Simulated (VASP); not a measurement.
W2N, 9 atoms in the cell. Symmetry: P-3m1, No. 164, trigonal system. Conventional cell: a = 3.059 Å, b = 3.059 Å, c = 16.182 Å, α = 90.00°, β = 90.00°, γ = 120.00°. W (site symmetry 3m) has 3 N at 2.14 Å and 1 W at 2.46 Å within 2.8 Å. W (site symmetry 3m) has 1 N at 1.81 Å within 2.4 Å. Within 2.9 Å of W (site symmetry 3m) lie 3 N at 2.21 Å and 1 W at 2.51 Å. N (site symmetry -3m) has 6 W at 2.21 Å within 2.9 Å. Within 2.4 Å of N (site symmetry 3m) lie 4 W at 1.81 to 2.14 Å.  This cell differs from its parent crystal: strain +0.080 along x and y, -0.080 along z.

- Program: VASP 6.6.1
- Task: single point
- Functional: PBE
- Potentials or basis: VASP PAW PBE potentials, release 64 (W_sv, N)
- Cutoff: 520 eV
- k mesh: 18 × 18 × 4
- Occupations: gaussian, width 0.15 eV
- Spin: no spin polarisation
- Dipole correction: no
- Further INCAR settings: ALGO = Fast; EDIFF = 1e-06; NBANDS = 60

Potentials or basis: VASP PAW PBE potentials, release 64 (W_sv, N).

Run with:

```bash
$ cat potpaw_PBE.64/W_sv/POTCAR potpaw_PBE.64/N/POTCAR > POTCAR
$ mpirun -np 1 vasp_std > vasp.out
```

Hardware: 1 thread of Oxide Virtual Turin-like Processor, on a shared host.

Q: How long does it take, and how much memory?

A: Wall time 45 min on 1 thread of Oxide Virtual Turin-like Processor, with other jobs on the host, peak memory 0.76 GiB. Counts: scf iterations 25, k points 138.
